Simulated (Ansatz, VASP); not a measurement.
# Si5P2 in VASP and in Ansatz

```
Si P
1.0
     3.68645    0.00000    0.00000
    -1.84323    3.19256    0.00000
     0.00000    0.00000   26.48052
Si P
10 4
Direct
  0.66667 0.33333 0.89479
  0.33333 0.66667 0.10521
  0.33333 0.66667 0.01639
  0.66667 0.33333 0.98361
  0.66667 0.33333 0.33379
  0.00000 0.00000 0.45542
  0.66667 0.33333 0.42262
  0.33333 0.66667 0.66621
  0.00000 0.00000 0.54458
  0.33333 0.66667 0.57738
  0.00000 0.00000 0.85859
  0.00000 0.00000 0.14141
  0.33333 0.66667 0.29754
  0.66667 0.33333 0.70246
```

Alike in both runs: functional PBE; k mesh 12 × 12 × 1; occupations gaussian, width 0.02 eV; no spin polarisation.

Ansatz relaxed the structure, and its values are those at the end. VASP's run is a single point on that final structure, the one shown.

|  | VASP | Ansatz |
| --- | --- | --- |
| version | VASP 6.6.1 | Ansatz 0.2.0 |
| potentials or method | VASP PAW PBE potentials, release 64 (Si, P), cutoff 520 eV | scalar-relativistic, plane waves, PAW |
| valence electrons in the cell | 60 | 60 |

|  | VASP | Ansatz | Ansatz less VASP |
| --- | --- | --- | --- |
| gap on the k mesh at the Fermi level (eV) | 0.66 | 0.65 | -0.005 |
| least direct gap on the mesh (eV) | 1.33 | 1.32 | -0.016 |
| pressure (GPa) | -0.1 | 0.0 | +0.10 |
| rms of the force components (eV/Å) | 0.006 | 0.000 | -0.0057 |
